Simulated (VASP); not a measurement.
# SnO2 in VASP: a series of runs, part 3 of 3

VASP 6.6.1. The steps go on from the part before.

**5. Single point, PBE**

This run uses another cell than the first one, of the same volume but with other edges.

File INCAR:

```
SYSTEM = SnO2
  PREC = Accurate
  ENCUT = 520
  EDIFF = 1E-6
  ISMEAR = 0
  SIGMA = 0.05
  LREAL = .FALSE.
  LASPH = .TRUE.
  NELM = 80
  ALGO = Normal
  ISIF = 2
  LWAVE = .FALSE.
  LCHARG = .FALSE.
  GGA = PE
  NBANDS = 35
```

File KPOINTS:

```
Automatic mesh
0
G
  6 6 8
  0 0 0
```

File POSCAR:

```
SnO2
1.0
    4.9075720859      0.0000000000      0.0000000000
    0.0000000000      4.9075859756      0.0000000000
    0.0000000000      0.0000000000      3.1334847768
Sn O
2 4
Direct
    0.5000000000      0.5000000000      0.5000000000
    0.0000000000      0.0000000000      0.0000000000
    0.2699560347      0.2700139271      0.0000000000
    0.7699560347      0.2299860729      0.5000000000
    0.2300439653      0.7700139271      0.5000000000
    0.7300439653      0.7299860729      0.0000000000
```

Potentials or basis: VASP PAW PBE potentials, release 64 (Sn_d, O).

Command:

```bash
cat potpaw_PBE.64/Sn_d/POTCAR potpaw_PBE.64/O/POTCAR > POTCAR
mpirun -np 1 vasp_std > vasp.out
```

OUTCAR:

```text
SYSTEM = SnO2
   PREC = Accurate
   ENCUT = 520
   EDIFF = 1E-6
   ISMEAR = 0
   LREAL = .FALSE.
   LASPH = .TRUE.
   NELM = 80
   ISIF = 2
   GGA = PE

 ion  position               nearest neighbor table
   1  0.500  0.500  0.500-   4 1.87   5 1.87   3 2.24   6 2.24   3 2.24   6 2.24
   2  0.000  0.000  0.000-   3 1.87   6 1.87   5 2.24   4 2.24   4 2.24   5 2.24
   3  0.270  0.270  0.000-   2 1.87   1 2.24   1 2.24
   4  0.770  0.230  0.500-   1 1.87   2 2.24   2 2.24
   5  0.230  0.770  0.500-   1 1.87   2 2.24   2 2.24
   6  0.730  0.730  0.000-   2 1.87   1 2.24   1 2.24

  LATTYP: Found a simple tetragonal cell.
 ALAT       =     4.9075720859
 C/A-ratio  =     0.6385000000

  Lattice vectors:

 A1 = (   4.9075720859,   0.0000000000,   0.0000000000)
 A2 = (   0.0000000000,   4.9075859756,   0.0000000000)
 A3 = (   0.0000000000,   0.0000000000,   3.1334847768)

Analysis of symmetry for initial positions (statically):
=====================================================================
 Subroutine PRICEL returns:
 Original cell was already a primitive cell.

 Routine SETGRP: Setting up the symmetry group for a
 simple tetragonal supercell.

 Subroutine GETGRP returns: Found  8 space group operations
 (whereof  4 operations were pure point group operations)
 out of a pool of 16 trial point group operations.

The static configuration has the point symmetry C_2h.
 The point group associated with its full space group is D_2h.

Analysis of symmetry for dynamics (positions and initial velocities):
=====================================================================
 Subroutine PRICEL returns:
 Original cell was already a primitive cell.

 Routine SETGRP: Setting up the symmetry group for a
 simple tetragonal supercell.

 Subroutine GETGRP returns: Found  8 space group operations
 (whereof  4 operations were pure point group operations)
 out of a pool of 16 trial point group operations.

The dynamic configuration has the point symmetry C_2h.
 The point group associated with its full space group is D_2h.

 Subroutine INISYM returns: Found  8 space group operations
 (whereof  4 operations are pure point group operations),
 and found     1 'primitive' translations

----------------------------------------------------------------------------------------

                                     Primitive cell

  volume of cell :      75.4679

  direct lattice vectors                    reciprocal lattice vectors
     4.907572086  0.000000000  0.000000000     0.203766747  0.000000000  0.000000000
     0.000000000  4.907585976  0.000000000     0.000000000  0.203766170  0.000000000
     0.000000000  0.000000000  3.133484777     0.000000000  0.000000000  0.319133511

  length of vectors
     4.907572086  4.907585976  3.133484777     0.203766747  0.203766170  0.319133511

  position of ions in fractional coordinates (direct lattice)
     0.500000000  0.500000000  0.500000000
     0.000000000  0.000000000  0.000000000
     0.269956035  0.270013927  0.000000000
     0.769956035  0.229986073  0.500000000
[... 34 lines left out ...]
 ===========================================

 Found     80 irreducible k-points:

 Following reciprocal coordinates:
            Coordinates               Weight
  0.000000  0.000000  0.000000      1.000000
  0.166667  0.000000  0.000000      2.000000
  0.000000  0.166667  0.000000      2.000000
  0.333333  0.000000  0.000000      2.000000
  0.000000  0.333333  0.000000      2.000000
  0.500000  0.000000  0.000000      1.000000
[... 16 lines left out ...]
  0.000000  0.500000  0.125000      2.000000
  0.166667  0.166667  0.125000      8.000000
 [... further k-points ...]
   k-points           NKPTS =     80   k-points in BZ     NKDIM =     80   number of bands    NBANDS=     35
   number of dos      NEDOS =    301   number of ions     NIONS =      6
   total plane-waves  NPLWV =  31104
   dimension x,y,z NGX =    36 NGY =   36 NGZ =   24
   dimension x,y,z NGXF=    72 NGYF=   72 NGZF=   48
   ions per type =               2   4
   NGX,Y,Z   is equivalent  to a cutoff of  12.20, 12.20, 12.73 a.u.
   NGXF,Y,Z  is equivalent  to a cutoff of  24.39, 24.39, 25.47 a.u.
 SYSTEM =  SnO2
   PREC   = accura    normal or accurate (medium, high low for compatibility)
   ISTART =      0    job   : 0-new  1-cont  2-samecut
   ICHARG =      2    charge: 1-file 2-atom 10-const
   ISPIN  =      1    spin polarized calculation?
   LNONCOLLINEAR =      F non collinear calculations
   LSORBIT =      F    spin-orbit coupling
   LASPH  =      T    aspherical Exc in radial PAW
   ENCUT  =  520.0 eV  38.22 Ry    6.18 a.u.   9.12  9.12  5.83*2*pi/ulx,y,z
   NELM   =     80;   NELMIN=  2; NELMDL= -5     # of ELM steps
   EDIFF  = 0.1E-05   stopping-criterion for ELM
   LREAL  =      F    real-space projection
   EDIFFG = 0.1E-04   stopping-criterion for IOM
   NSW    =      0    number of steps for IOM
   IBRION =     -1    ionic relax: 0-MD 1-quasi-New 2-CG
   NFREE  =      0    steps in history (QN), initial steepest desc. (CG)
   ISIF   =      2    stress and relaxation
   ISYM   =      2    0-nonsym 1-usesym 2-fastsym
   POTIM  = 0.5000    time-step for ionic-motion
   TEBEG  =    0.0;   TEEND  =   0.0 temperature during run
   PSTRESS=    0.0 pullay stress
   NELECT =      52.0000    total number of electrons
   NUPDOWN=      -1.0000    fix difference up-down
   EMIN   =  10.00;   EMAX   =-10.00  energy-range for DOS
   EFERMI =   0.00;   METHOD = LEGACY
   ISMEAR =     0;   SIGMA  =   0.05  broadening in eV -4-tet -1-fermi 0-gaus
   EFERMI_NEDOS =   21; number of points for ismear=-14 and -15
   IALGO  =     38    algorithm
   IMIX   =      4    mixing-type and parameters
     AMIX     =   0.40;   BMIX     =  1.00
     AMIX_MAG =   1.60;   BMIX_MAG =  1.00
  volume/ion in A,a.u.               =      12.58        84.88
  Fermi-wavevector in a.u.,A,eV,Ry     =   1.445956  2.732461 28.446926  2.090790
  Thomas-Fermi vector in A             =   2.564080
   LORBIT       =      0    0 simple, 1 ext, 2 COOP (PROOUT), +10 PAW based schemes
   GGA     = PE    functional components
   LHFCALC =     F    Hartree Fock is set to
   AEXX    =    0.0000 exact exchange contribution
   IVDW    =     0    specifies the selected vdW correction
   LEPSILON=     F    determine dielectric tensor
   LRPA    =     F    only Hartree local field effects (RPA)
 non-spin polarized calculation
 Gauss-broadening in eV      SIGMA  =   0.05
  energy-cutoff  :      520.00
  volume of cell :       75.47
 maximum number of plane-waves:      2047
   NGX = 19   NGY = 19   NGZ = 11

 number of electron      52.0000001 magnetization

 Free energy of the ion-electron system (eV)
  ---------------------------------------------------
  ext. energy  EPLUGINS =         0.00000000
  ---------------------------------------------------
  free energy    TOTEN  =       -35.06860836 eV

  energy without entropy =      -35.06852378  energy(sigma->0) =      -35.06856607

 E-fermi :   5.6238     XC(G=0): -10.9837

 val. band max:        5.5531037464   @ k =   0.0000   0.0000   0.1250
 cond. band min:       5.6738511840   @ k =   0.0000   0.0000   0.0000
 fundamental gap:      0.1207474376
 Fermi energy:         5.6238033719

 k-point     1 :       0.0000    0.0000    0.0000
  band No.  band energies     occupation
      1     -16.1018      2.00000
      2     -15.5928      2.00000
      3     -15.0240      2.00000
      4     -14.9737      2.00000
      5     -14.8670      2.00000
      6     -14.8670      2.00000
[... 901 lines left out ...]
     34      17.5570      0.00000
     35      17.7995      0.00000

 [... further k-points ...]

------------------------ aborting loop because EDIFF is reached ----------------------------------------

  FORCE on cell =-STRESS in cart. coord.  units (eV):
  Direction    XX          YY          ZZ          XY          YZ          ZX
  --------------------------------------------------------------------------------------
  -------------------------------------------------------------------------------------
  Total        3.7979138      3.8051042      3.6492123      0.0000000      0.0000000      0.0000000
  in kB       80.6294120     80.7820635     77.4724913      0.0000000      0.0000000      0.0000000
  external PRESSURE =      79.6279889 kB  Pullay stress =       0.0000000 kB

 VOLUME and BASIS-vectors are now :
 -----------------------------------------------------------------------------
  energy-cutoff  :      520.00
  volume of cell :       75.47
      direct lattice vectors                 reciprocal lattice vectors
     4.907572086  0.000000000  0.000000000     0.203766747  0.000000000  0.000000000
     0.000000000  4.907585976  0.000000000     0.000000000  0.203766170  0.000000000
     0.000000000  0.000000000  3.133484777     0.000000000  0.000000000  0.319133511

 POSITION                                       TOTAL-FORCE (eV/Angst)
 -----------------------------------------------------------------------------------
      2.45379      2.45379      1.56674         0.000000      0.000000      0.000000
      0.00000      0.00000      0.00000         0.000000      0.000000      0.000000
      1.32483      1.32512      0.00000         3.029669      3.029822      0.000000
      3.77861      1.12868      1.56674         3.029669     -3.029822      0.000000
      1.12896      3.77891      1.56674        -3.029669      3.029822     -0.000000
      3.58274      3.58247      0.00000        -3.029669     -3.029822     -0.000000
 -----------------------------------------------------------------------------------
    total drift:                                0.000000      0.000000      0.000000

  FREE ENERGIE OF THE ION-ELECTRON SYSTEM (eV)
  ---------------------------------------------------
  free  energy   TOTEN  =       -35.0686083638 eV

  energy  without entropy=      -35.0685237817  energy(sigma->0) =      -35.06856607
```

Run time: 65 s. Hardware: 1 thread of Intel Xeon 6975P-C (Granite Rapids), shared host; peak memory 0.29 GiB.

What came out:

| Item | Value |
| --- | --- |
| Free energy | -35.0686 eV |
| Pressure | 8.0 GPa |
| Largest force | 4.285 eV/Å |
| Band gap on the k mesh | 0.12 eV (least direct gap 0.24 eV) |

Forces in eV/Å, atoms in the order of the input:
```
Sn   0.000  0.000  0.000
Sn   0.000  0.000  0.000
O    3.030  3.030  0.000
O    3.030 -3.030  0.000
O   -3.030  3.030  0.000
O   -3.030 -3.030  0.000
```

Stress tensor (GPa, compression positive):
```
8.06 0.00 0.00
0.00 8.08 0.00
0.00 0.00 7.75
```

Caveat: the cell stands under pressure; spin-orbit coupling is left out, which moves the levels of the heavy elements; forces of over 1 eV/Å act on the atoms, so gaps and moduli don't describe the material at rest. A k mesh can miss the band edges.

**6. Single point, PBE**

This run uses another cell than the first one, of the same volume but with other edges.

File INCAR:

```
PREC = Accurate ; ENCUT = 520
EDIFF = 1E-6 ; ISMEAR = 0
SIGMA = 0.05 ; LREAL = False
LASPH = True ; NELM = 60
ALGO = Normal ; ISIF = 2
LWAVE = False ; LCHARG = False
GGA = PE ; NBANDS = 35
```

File KPOINTS:

```
regular mesh
0
Gamma
  6 6 8
```

File POSCAR:

```
SnO2
1.0
    4.8539386023      0.0000000000      0.0000000000
    0.0000000000      4.8539523402      0.0000000000
    0.0000000000      0.0000000000      3.2031140837
Sn O
2 4
Direct
    0.5000000000      0.5000000000      0.5000000000
    0.0000000000      0.0000000000      0.0000000000
    0.3212190046      0.3212768970      0.0000000000
    0.8212190046      0.1787231030      0.5000000000
    0.1787809954      0.8212768970      0.5000000000
    0.6787809954      0.6787231030      0.0000000000
```

Potentials or basis: VASP PAW PBE potentials, release 64 (Sn_d, O).

Command:

```bash
cat potpaw_PBE.64/Sn_d/POTCAR potpaw_PBE.64/O/POTCAR > POTCAR
mpirun -np 1 vasp_std > vasp.out
```

OUTCAR:

```text
PREC = Accurate
   ENCUT = 520
   EDIFF = 1E-6
   ISMEAR = 0
   LREAL = False
   LASPH = True
   NELM = 60
   ISIF = 2
   GGA = PE

 ion  position               nearest neighbor table
   1  0.500  0.500  0.500-   3 2.02   6 2.02   3 2.02   6 2.02   5 2.21   4 2.21
   2  0.000  0.000  0.000-   4 2.02   5 2.02   4 2.02   5 2.02   3 2.21   6 2.21
   3  0.321  0.321  0.000-   1 2.02   1 2.02   2 2.21
   4  0.821  0.179  0.500-   2 2.02   2 2.02   1 2.21
   5  0.179  0.821  0.500-   2 2.02   2 2.02   1 2.21
   6  0.679  0.679  0.000-   1 2.02   1 2.02   2 2.21

  LATTYP: Found a simple tetragonal cell.
 ALAT       =     4.8539386023
 C/A-ratio  =     0.6599000000

  Lattice vectors:

 A1 = (   4.8539386023,   0.0000000000,   0.0000000000)
 A2 = (   0.0000000000,   4.8539523402,   0.0000000000)
 A3 = (   0.0000000000,   0.0000000000,   3.2031140837)

Analysis of symmetry for initial positions (statically):
=====================================================================
 Subroutine PRICEL returns:
 Original cell was already a primitive cell.

[... 182 lines left out ...]
 cond. band min:       6.5500051155   @ k =   0.0000   0.0000   0.0000
 fundamental gap:      1.0839078916
 Fermi energy:         5.7776848957

 k-point     1 :       0.0000    0.0000    0.0000
  band No.  band energies     occupation
      1     -15.5659      2.00000
      2     -15.0887      2.00000
      3     -14.5884      2.00000
      4     -14.5884      2.00000
      5     -14.5614      2.00000
      6     -14.4882      2.00000
[... 901 lines left out ...]
     34      17.2464      0.00000
     35      17.9337      0.00000

 [... further k-points ...]

------------------------ aborting loop because EDIFF is reached ----------------------------------------

  FORCE on cell =-STRESS in cart. coord.  units (eV):
  Direction    XX          YY          ZZ          XY          YZ          ZX
  --------------------------------------------------------------------------------------
  -------------------------------------------------------------------------------------
  Total        2.3661505      2.3635559      5.7323282      0.0000000      0.0000000      0.0000000
  in kB       50.2331901     50.1781060    121.6968769      0.0000000      0.0000000      0.0000000
  external PRESSURE =      74.0360576 kB  Pullay stress =       0.0000000 kB

 VOLUME and BASIS-vectors are now :
 -----------------------------------------------------------------------------
  energy-cutoff  :      520.00
  volume of cell :       75.47
      direct lattice vectors                 reciprocal lattice vectors
     4.853938602  0.000000000  0.000000000     0.206018263  0.000000000  0.000000000
     0.000000000  4.853952340  0.000000000     0.000000000  0.206017680  0.000000000
     0.000000000  0.000000000  3.203114084     0.000000000  0.000000000  0.312196186

 POSITION                                       TOTAL-FORCE (eV/Angst)
 -----------------------------------------------------------------------------------
      2.42697      2.42698      1.60156         0.000000      0.000000      0.000000
      0.00000      0.00000      0.00000         0.000000      0.000000      0.000000
      1.55918      1.55946      0.00000        -1.638733     -1.638643      0.000000
      3.98615      0.86751      1.60156        -1.638733      1.638643      0.000000
      0.86779      3.98644      1.60156         1.638733     -1.638643     -0.000000
      3.29476      3.29449      0.00000         1.638733      1.638643     -0.000000
 -----------------------------------------------------------------------------------
    total drift:                                0.000000      0.000000      0.000000

  FREE ENERGIE OF THE ION-ELECTRON SYSTEM (eV)
  ---------------------------------------------------
  free  energy   TOTEN  =       -36.8412541233 eV

  energy  without entropy=      -36.8412541233  energy(sigma->0) =      -36.84125412
```

OSZICAR:

```text
N       E                     dE             d eps       ncg     rms          rms(c)
DAV:   1     0.640288400668E+03    0.64029E+03   -0.25539E+04  6151   0.228E+03
DAV:   2     0.601156969649E+02   -0.58017E+03   -0.54787E+03  6003   0.613E+02
DAV:   3    -0.379707176440E+02   -0.98086E+02   -0.96170E+02  6082   0.209E+02
DAV:   4    -0.430868760292E+02   -0.51162E+01   -0.50793E+01  7064   0.518E+01
DAV:   5    -0.432182137787E+02   -0.13134E+00   -0.13117E+00  6902   0.877E+00    0.161E+01
DAV:   6    -0.367602884122E+02    0.64579E+01   -0.18610E+01  8714   0.648E+01    0.621E+00
DAV:   7    -0.368711515645E+02   -0.11086E+00   -0.20630E+00  6269   0.808E+00    0.325E+00
DAV:   8    -0.368481118485E+02    0.23040E-01   -0.19061E-01  8262   0.430E+00    0.754E-01
DAV:   9    -0.368403081368E+02    0.78037E-02   -0.39333E-02  9201   0.307E+00    0.134E-01
DAV:  10    -0.368411130748E+02   -0.80494E-03   -0.42920E-03  6628   0.534E-01    0.548E-02
DAV:  11    -0.368412549200E+02   -0.14185E-03   -0.23361E-04  7786   0.120E-01    0.184E-02
DAV:  12    -0.368412558130E+02   -0.89300E-06   -0.13448E-05  7321   0.258E-02    0.110E-02
DAV:  13    -0.368412542972E+02    0.15158E-05   -0.49147E-06  6113   0.356E-02    0.122E-03
DAV:  14    -0.368412541233E+02    0.17395E-06   -0.77698E-07  3456   0.583E-03
   1 F= -.36841254E+02 E0= -.36841254E+02  d E =-.133440E-20
```

stdout:

```text
POSCAR found type information on POSCAR SnO
 POSCAR found :  2 types and       6 ions
 scaLAPACK will be used
 LDA part: xc-table for (Slater+PW92), standard interpolation
 POSCAR, INCAR and KPOINTS ok, starting setup
 FFT: planning ... GRIDC
 FFT: planning ... GRID_SOFT
 FFT: planning ... GRID
 WAVECAR not read
 entering main loop
```

Wall time 57 s (1 thread of Intel Xeon 6975P-C (Granite Rapids), shared host); peak memory 0.28 GiB.

What came out:

```yaml
Free_energy: -36.8413 eV
Pressure: 7.4 GPa
Largest_force: 2.317 eV/Å
Band_gap_on_the_k_mesh: 1.08 eV
```

Forces in eV/Å, atoms in the order of the input:
```
Sn   0.000  0.000  0.000
Sn   0.000  0.000  0.000
O   -1.639 -1.639  0.000
O   -1.639  1.639  0.000
O    1.639 -1.639  0.000
O    1.639  1.639  0.000
```

Stress tensor (GPa, compression positive):
```
 5.02  0.00  0.00
 0.00  5.02  0.00
 0.00  0.00 12.17
```

Levels at points of the mesh, in eV from the valence-band top:
```tsv
k point	band 24	band 25	band 26	band 27	band 28	band 29
(0.00, 0.00, 0.00)	-0.67	-0.67	0.00	1.08	5.41	6.41
(0.50, 0.00, 0.00)	-1.08	-0.68	-0.68	4.00	4.00	6.80
(0.00, 0.50, 0.00)	-1.08	-0.68	-0.68	4.00	4.00	6.80
(0.50, 0.50, 0.00)	-1.16	-0.82	-0.82	4.12	4.12	7.12
(0.00, 0.00, 0.50)	-1.42	-1.25	-1.25	6.14	6.14	9.42
(0.50, 0.00, 0.50)	-0.99	-0.58	-0.58	6.40	6.40	7.47
(0.00, 0.50, 0.50)	-1.00	-0.58	-0.58	6.40	6.40	7.47
(0.50, 0.50, 0.50)	-1.10	-0.77	-0.77	5.29	5.29	8.09
```

Caveat: the cell stands under pressure; spin-orbit coupling is left out, which moves the levels of the heavy elements; forces of over 1 eV/Å act on the atoms, so gaps and moduli don't describe the material at rest.

**7. The runs side by side**

```csv
cell,gap on the mesh (eV),pressure (GPa),largest force (eV/Å)
"a = 4.753, b = 4.753, c = 3.341 Å, 6 atoms, atomic positions A",0.70,6.4,3.48
"a = 4.908, b = 4.908, c = 3.133 Å, 6 atoms, atomic positions B",1.65,31.2,7.27
"a = 4.964, b = 4.964, c = 3.063 Å, 6 atoms, atomic positions B",2.05,37.2,7.55
"a = 4.908, b = 4.908, c = 3.133 Å, 6 atoms, atomic positions C",0.12,8.0,4.28
"a = 4.854, b = 4.854, c = 3.203 Å, 6 atoms, atomic positions D",1.08,7.4,2.32
```

Alike in all rows: task single point; level PBE; potentials or basis VASP PAW PBE potentials, release 64 (Sn_d, O); no spin polarisation; k mesh 6 × 6 × 8; cutoff (eV) 520; smearing gaussian 0.05 eV.

Caveats: the cell stands under pressure; spin-orbit coupling is left out, which moves the levels of the heavy elements; forces of over 1 eV/Å act on the atoms, so gaps and moduli don't describe the material at rest.

Total energies depend on the potentials used, so only differences within one code and one set of settings carry meaning.
